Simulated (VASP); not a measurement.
Crystal: W.

```
CELL_PARAMETERS angstrom
0.00000 2.03000 2.03000
2.03000 0.00000 2.03000
2.03000 2.03000 0.00000
ATOMIC_POSITIONS crystal
W 0.00000 0.00000 0.00000
```

Base run:

```yaml
Program: VASP 6.6.1
Functional: PBEsol
Potentials_or_basis: VASP PAW PBE potentials, release 64 (W_sv)
Cutoff: 520 eV
k_mesh: 14 × 14 × 14
Occupations: fermi-dirac, width 0.3 eV
Spin: no spin polarisation
```

Its results: band gap on the k mesh zero (band 7 reaches 13.02 eV, above the bottom of band 8 at 9.52 eV); pressure -10.6 GPa.

**Question.** The run is repeated on the same cell with these changes: occupations from fermi-dirac, width 0.3 eV to fermi-dirac, width 0.2 eV. What comes out?

**Answer.** Band gap on the k mesh zero (band 7 reaches 13.02 eV, above the bottom of band 8 at 9.52 eV); pressure -11.4 GPa.

Caveats: the PAW data sets were made with another functional, which shifts forces and pressure a little; spin-orbit coupling is left out, which moves the levels of the heavy elements.
